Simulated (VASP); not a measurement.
The system is V.

```
V
1.0
     4.49917    0.00000    0.00000
    -2.24958    3.89639    0.00000
     0.00000    0.00000    2.75818
V
3
Direct
  0.00000 0.00000 0.00000
  0.33333 0.66667 0.50000
  0.66667 0.33333 0.50000
```

This isn't the form of V at room conditions, which is bcc.

```yaml
Program: VASP 6.6.1
Task: relaxation of cell and atoms
Functional: PBE
Potentials_or_basis: VASP PAW PBE potentials, release 64 (V_sv)
Cutoff: 600 eV
k_mesh: 6 × 6 × 6
Occupations: gaussian, width 0.1 eV
Spin: collinear spin, ferrimagnetic start
Starting_moments: "[1.31, -0.2, -0.2] μB"
```

At the start: pressure -18.2 GPa; volume 16.12 Å³/atom.

Q: How do energy, volume and symmetry change on relaxing?

A: Over 7 steps the energy falls by 266.0 meV/atom and the volume is 13.67 Å³/atom (-15.2 %); space group P6/mmm (No. 191, to 0.1 Å) before and after; moment 0.00 μB per cell.

The path:
| step | energy change (eV) | largest force (eV/Å) | pressure (GPa) | volume (Å³) |
| --- | --- | --- | --- | --- |
| 1 | 0.0000 | 0.0000 | -18.19 | 48.35 |
| 2 | -0.4345 | 0.0000 | 25.52 | 36.57 |
| 3 | -0.6768 | 0.0000 | 3.94 | 40.21 |
| 4 | -0.7796 | 0.0000 | 4.65 | 40.03 |
| 5 | -0.7858 | 0.0000 | 4.27 | 40.08 |
| 6 | -0.7866 | 0.0000 | -3.80 | 41.97 |
| 7 | -0.7981 | 0.0000 | -0.02 | 41.02 |

Final structure:
```
V
1.0
     4.43607    0.00000    0.00000
    -2.21804    3.84175    0.00000
     0.00000    0.00000    2.40697
V
3
Direct
  0.00000 0.00000 0.00000
  0.33333 0.66667 0.50000
  0.66667 0.33333 0.50000
```

Caveat: the k points lie up to 0.44 Å⁻¹ apart in the final cell; the volume moved by over 15 % at a fixed basis, so the end points are rough.
